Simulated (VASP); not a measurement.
# Ge in VASP: settings compared

Aim: see how the results for Ge move with the level of theory and the settings. Levels: rpbe exchange, lyp correlation, PBE, PBE exchange alone, PBEsol. Tasks: single point, relaxation of cell and atoms.

All numbers are computed with VASP 6.6.1; they aren't measurements. Logs are shortened: lines on timing, memory, paths and dates and some standing lists are left out, and cuts for length are marked.

## (1) The cell of the first run

The structure is cubic, space group Fd-3m (No. 227). The conventional cell has a = 5.658 Å, b = 5.658 Å, c = 5.658 Å, α = 90.00°, β = 90.00°, γ = 90.00°. Within 3.2 Å of Ge (site symmetry -43m) lie 4 Ge at 2.45 Å.

## (2) Single point, rpbe exchange, lyp correlation, non-collinear spin, zero start, spin-orbit coupling

File INCAR:

```
ALGO = Normal
EDIFF = 1E-6
ENCUT = 500
GGA = LIBXC
GGA_COMPAT = F
ISIF = 2
ISMEAR = -1
LASPH = T
LCHARG = F
LIBXC1 = GGA_X_RPBE
LIBXC2 = GGA_C_LYP
LORBIT = 11
LORBMOM = T
LREAL = F
LSORBIT = T
LWAVE = F
MAGMOM = 0 0 0 0 0 0
NBANDS = 40
NELM = 200
PREC = Accurate
SIGMA = 0.1
```

File KPOINTS:

```
k-points
0
Gamma
  6 6 6
```

File POSCAR:

```
Ge
1.0
    0.0000000000      2.8289100000      2.8289100000
    2.8289100000      0.0000000000      2.8289100000
    2.8289100000      2.8289100000      0.0000000000
Ge
2
Direct
    0.7500000000      0.7500000000      0.7500000000
    0.5000000000      0.5000000000      0.5000000000
```

Potentials or basis: VASP PAW PBE potentials, release 64 (Ge_d).

The run is started by

```console
$ cat potpaw_PBE.64/Ge_d/POTCAR > POTCAR
$ mpirun -np 1 vasp_ncl > vasp.out
```

OUTCAR:

```text
EDIFF = 1E-6
   ENCUT = 500
   GGA = LIBXC
   ISIF = 2
   ISMEAR = -1
   LASPH = T
   LORBIT = 11
   LREAL = F
   LSORBIT = T
   NELM = 200
   PREC = Accurate

 ion  position               nearest neighbor table
   1  0.750  0.750  0.750-   2 2.45   2 2.45   2 2.45   2 2.45
   2  0.500  0.500  0.500-   1 2.45   1 2.45   1 2.45   1 2.45

  LATTYP: Found a face centered cubic cell.
 ALAT       =     5.6578200000

  Lattice vectors:

 A1 = (   0.0000000000,   2.8289100000,   2.8289100000)
 A2 = (   2.8289100000,   0.0000000000,   2.8289100000)
 A3 = (   2.8289100000,   2.8289100000,   0.0000000000)

Analysis of symmetry for initial positions (statically):
=====================================================================
 Subroutine PRICEL returns:
 Original cell was already a primitive cell.

 Routine SETGRP: Setting up the symmetry group for a
 face centered cubic supercell.

 Subroutine GETGRP returns: Found 48 space group operations
 (whereof 24 operations were pure point group operations)
 out of a pool of 48 trial point group operations.

The static configuration has the point symmetry T_d .
 The point group associated with its full space group is O_h .

Analysis of symmetry for dynamics (positions and initial velocities):
=====================================================================
 Subroutine PRICEL returns:
 Original cell was already a primitive cell.

 Routine SETGRP: Setting up the symmetry group for a
 face centered cubic supercell.

 Subroutine GETGRP returns: Found 48 space group operations
 (whereof 24 operations were pure point group operations)
 out of a pool of 48 trial point group operations.

The dynamic configuration has the point symmetry T_d .
 The point group associated with its full space group is O_h .

Analysis of structural, dynamic, and magnetic symmetry:
=====================================================================
 Subroutine PRICEL returns:
 Original cell was already a primitive cell.

 Routine SETGRP: Setting up the symmetry group for a
 face centered cubic supercell.

 Subroutine GETGRP returns: Found 48 space group operations
 (whereof 24 operations were pure point group operations)
 out of a pool of 48 trial point group operations.

The overall configuration has the point symmetry T_d .
 The point group associated with its full space group is O_h .

 Subroutine INISYM returns: Found 48 space group operations
 (whereof 24 operations are pure point group operations),
 and found     1 'primitive' translations

----------------------------------------------------------------------------------------

                                     Primitive cell

  volume of cell :      45.2780

  direct lattice vectors                    reciprocal lattice vectors
     0.000000000  2.828910000  2.828910000    -0.176746521  0.176746521  0.176746521
     2.828910000  0.000000000  2.828910000     0.176746521 -0.176746521  0.176746521
     2.828910000  2.828910000  0.000000000     0.176746521  0.176746521 -0.176746521

  length of vectors
     4.000682889  4.000682889  4.000682889     0.306133954  0.306133954  0.306133954

  position of ions in fractional coordinates (direct lattice)
     0.750000000  0.750000000  0.750000000
     0.500000000  0.500000000  0.500000000

  ion indices of the primitive-cell ions
   primitive index   ion index
                 1           1
                 2           2

----------------------------------------------------------------------------------------

 KPOINTS: k-points

Automatic generation of k-mesh.
 Grid dimensions read from file:
 generate k-points for:    6    6    6

 Generating k-lattice:

  Cartesian coordinates                     Fractional coordinates (reciprocal lattice)
    -0.029457753  0.029457753  0.029457753     0.166666667  0.000000000  0.000000000
     0.029457753 -0.029457753  0.029457753     0.000000000  0.166666667  0.000000000
     0.029457753  0.029457753 -0.029457753     0.000000000  0.000000000  0.166666667

  Length of vectors
     0.051022326  0.051022326  0.051022326

  Shift w.r.t. Gamma in fractional coordinates (k-lattice)
     0.000000000  0.000000000  0.000000000

 Subroutine IBZKPT returns following result:
 ===========================================

 Found     16 irreducible k-points:

 Following reciprocal coordinates:
            Coordinates               Weight
  0.000000  0.000000  0.000000      1.000000
  0.166667  0.000000  0.000000      8.000000
  0.333333  0.000000  0.000000      8.000000
  0.500000  0.000000  0.000000      4.000000
  0.166667  0.166667  0.000000      6.000000
  0.333333  0.166667  0.000000     24.000000
[... 35 lines left out ...]
   ISYM   =      2    0-nonsym 1-usesym 2-fastsym
   POTIM  = 0.5000    time-step for ionic-motion
   TEBEG  =    0.0;   TEEND  =   0.0 temperature during run
   PSTRESS=    0.0 pullay stress
   NELECT =      28.0000    total number of electrons
   NUPDOWN=      -1.0000    fix difference up-down
   EMIN   =  10.00;   EMAX   =-10.00  energy-range for DOS
   EFERMI =   0.00;   METHOD = LEGACY
   ISMEAR =    -1;   SIGMA  =   0.10  broadening in eV -4-tet -1-fermi 0-gaus
   EFERMI_NEDOS =   21; number of points for ismear=-14 and -15
   IALGO  =     38    algorithm
   IMIX   =      4    mixing-type and parameters
     AMIX     =   0.40;   BMIX     =  1.00
     AMIX_MAG =   1.60;   BMIX_MAG =  1.00
  volume/ion in A,a.u.               =      22.64       152.78
  Fermi-wavevector in a.u.,A,eV,Ry     =   1.394756  2.635708 26.468033  1.945346
  Thomas-Fermi vector in A             =   2.518275
   LORBIT       =     11    0 simple, 1 ext, 2 COOP (PROOUT), +10 PAW based schemes
   GGA     = LIBXC    functional components
   LHFCALC =     F    Hartree Fock is set to
   AEXX    =    0.0000 exact exchange contribution
   IVDW    =     0    specifies the selected vdW correction
   LEPSILON=     F    determine dielectric tensor
   LRPA    =     F    only Hartree local field effects (RPA)
  energy-cutoff  :      500.00
  volume of cell :       45.28
 maximum number of plane-waves:      2334
 NGX is ok and might be reduce to    30
   NGX = 15   NGY = 15   NGZ = 15

 number of electron      28.0000022 magnetization       0.0000000      0.0000000     -0.0000000

 number of electron      28.0000022 magnetization      -0.0000000     -0.0000000      0.0000000

 number of electron      28.0000022 magnetization       0.0000000      0.0000000      0.0000000

 number of electron      28.0000022 magnetization      -0.0000000     -0.0000000     -0.0000000

 Free energy of the ion-electron system (eV)
  ---------------------------------------------------
  ext. energy  EPLUGINS =         0.00000000
  ---------------------------------------------------
  free energy    TOTEN  =        -6.99107940 eV

  energy without entropy =       -6.98654908  energy(sigma->0) =       -6.98881424

 E-fermi :   5.6136     XC(G=0):  -9.1321

 val. band max:        5.4856519757   @ k =   0.0000   0.0000   0.0000
 cond. band min:       5.6644097459   @ k =   0.0000   0.0000   0.0000
 fundamental gap:      0.1787577702
 Fermi energy:         5.6135887958

 k-point     1 :       0.0000    0.0000    0.0000
  band No.  band energies     occupation
      1     -19.4979      1.00000
      2     -19.4979      1.00000
      3     -19.4979      1.00000
      4     -19.4979      1.00000
      5     -19.4347      1.00000
      6     -19.4347      1.00000
[... 677 lines left out ...]
     39      16.7749      0.00000
     40      16.7749      0.00000

------------------------ aborting loop because EDIFF is reached ----------------------------------------

  FORCE on cell =-STRESS in cart. coord.  units (eV):
  Direction    XX          YY          ZZ          XY          YZ          ZX
  --------------------------------------------------------------------------------------
  -------------------------------------------------------------------------------------
  Total        2.6555958      2.6555958      2.6555958      0.0000000      0.0000000      0.0000000
  in kB       93.9691204     93.9691204     93.9691204      0.0000000      0.0000000      0.0000000
  external PRESSURE =      93.9691204 kB  Pullay stress =       0.0000000 kB

 VOLUME and BASIS-vectors are now :
 -----------------------------------------------------------------------------
  energy-cutoff  :      500.00
  volume of cell :       45.28
      direct lattice vectors                 reciprocal lattice vectors
     0.000000000  2.828910000  2.828910000    -0.176746521  0.176746521  0.176746521
     2.828910000  0.000000000  2.828910000     0.176746521 -0.176746521  0.176746521
     2.828910000  2.828910000  0.000000000     0.176746521  0.176746521 -0.176746521

 POSITION                                       TOTAL-FORCE (eV/Angst)
 -----------------------------------------------------------------------------------
      4.24336      4.24336      4.24336         0.000000      0.000000      0.000000
      2.82891      2.82891      2.82891        -0.000000     -0.000000     -0.000000
 -----------------------------------------------------------------------------------
    total drift:                                0.000000      0.000000      0.000000

  FREE ENERGIE OF THE ION-ELECTRON SYSTEM (eV)
  ---------------------------------------------------
  free  energy   TOTEN  =        -6.9910793991 eV

  energy  without entropy=       -6.9865490824  energy(sigma->0) =       -6.98881424

 orbital moment (x)

 # of ion     p       d       tot
 ----------------------------------------
  1        -0.000  -0.000  -0.000
  2         0.000  -0.000   0.000
 ----------------------------------------
            0.000  -0.000   0.000

 orbital moment (y)

 # of ion     p       d       tot
 ----------------------------------------
  1         0.000  -0.000   0.000
  2        -0.000  -0.000  -0.000
 ----------------------------------------
            0.000  -0.000   0.000

 orbital moment (z)

 # of ion     p       d       tot
 ----------------------------------------
  1         0.000  -0.000   0.000
  2         0.000   0.000   0.000
 ----------------------------------------
            0.000  -0.000   0.000

 Spin-Orbit-Coupling matrix elements

 Ion:    1  E_soc:     -0.0189794
 l=   1
     0.0000000    -0.0022100    -0.0022100
    -0.0022100     0.0000000    -0.0022100
    -0.0022100    -0.0022100     0.0000000
 l=   2
     0.0000000    -0.0001898     0.0000000    -0.0001898    -0.0007634
    -0.0001898     0.0000000    -0.0005725    -0.0001898    -0.0001908
     0.0000000    -0.0005725     0.0000000    -0.0005725     0.0000000
    -0.0001898    -0.0001898    -0.0005725     0.0000000    -0.0001908
    -0.0007634    -0.0001908     0.0000000    -0.0001908     0.0000000
 l=   3
     0.0000000     0.0000000     0.0000000     0.0000000     0.0000000     0.0000000     0.0000000
     0.0000000     0.0000000     0.0000000     0.0000000     0.0000000     0.0000000     0.0000000
     0.0000000     0.0000000     0.0000000     0.0000000     0.0000000     0.0000000     0.0000000
     0.0000000     0.0000000     0.0000000     0.0000000     0.0000000     0.0000000     0.0000000
     0.0000000     0.0000000     0.0000000     0.0000000     0.0000000     0.0000000     0.0000000
     0.0000000     0.0000000     0.0000000     0.0000000     0.0000000     0.0000000     0.0000000
     0.0000000     0.0000000     0.0000000     0.0000000     0.0000000     0.0000000     0.0000000

 Ion:    2  E_soc:     -0.0189794
 l=   1
     0.0000000    -0.0022100    -0.0022100
    -0.0022100     0.0000000    -0.0022100
    -0.0022100    -0.0022100     0.0000000
 l=   2
     0.0000000    -0.0001898     0.0000000    -0.0001898    -0.0007634
    -0.0001898     0.0000000    -0.0005725    -0.0001898    -0.0001908
     0.0000000    -0.0005725     0.0000000    -0.0005725     0.0000000
    -0.0001898    -0.0001898    -0.0005725     0.0000000    -0.0001908
    -0.0007634    -0.0001908     0.0000000    -0.0001908     0.0000000
 l=   3
     0.0000000     0.0000000     0.0000000     0.0000000     0.0000000     0.0000000     0.0000000
     0.0000000     0.0000000     0.0000000     0.0000000     0.0000000     0.0000000     0.0000000
     0.0000000     0.0000000     0.0000000     0.0000000     0.0000000     0.0000000     0.0000000
     0.0000000     0.0000000     0.0000000     0.0000000     0.0000000     0.0000000     0.0000000
     0.0000000     0.0000000     0.0000000     0.0000000     0.0000000     0.0000000     0.0000000
     0.0000000     0.0000000     0.0000000     0.0000000     0.0000000     0.0000000     0.0000000
     0.0000000     0.0000000     0.0000000     0.0000000     0.0000000     0.0000000     0.0000000

 total charge

# of ion       s       p       d       tot
------------------------------------------
    1        1.134   1.283  10.024  12.442
    2        1.134   1.283  10.024  12.442
--------------------------------------------------
tot          2.268   2.566  20.049  24.883

 magnetization (x)

# of ion       s       p       d       tot
------------------------------------------
    1       -0.000  -0.000  -0.000  -0.000
    2        0.000  -0.000  -0.000  -0.000
--------------------------------------------------
tot         -0.000  -0.000  -0.000  -0.000

 magnetization (y)

# of ion       s       p       d       tot
------------------------------------------
    1       -0.000  -0.000   0.000  -0.000
    2        0.000   0.000   0.000   0.000
--------------------------------------------------
tot         -0.000   0.000   0.000   0.000

 magnetization (z)

# of ion       s       p       d       tot
------------------------------------------
    1        0.000  -0.000  -0.000  -0.000
    2        0.000  -0.000   0.000  -0.000
--------------------------------------------------
tot          0.000  -0.000  -0.000  -0.000
```

It took 40 s on 1 thread of Intel Xeon 6975P-C (Granite Rapids), shared host; peak memory 0.28 GiB.

Results:

| Item | Value |
| --- | --- |
| Free energy | -6.9911 eV |
| Pressure | 9.4 GPa |
| Net moment | 0.00 μB per cell |
| Valence electrons inside the program's atomic spheres | Ge 12.44 |

Moments on the atoms (μB; x, y, z):
```
Ge  0.00 0.00 0.00
Ge  0.00 0.00 0.00
```

Caveat: the cell stands under pressure; the PAW data sets were made with another functional, which shifts forces and pressure a little.

(Continued in part 2 of 3.)
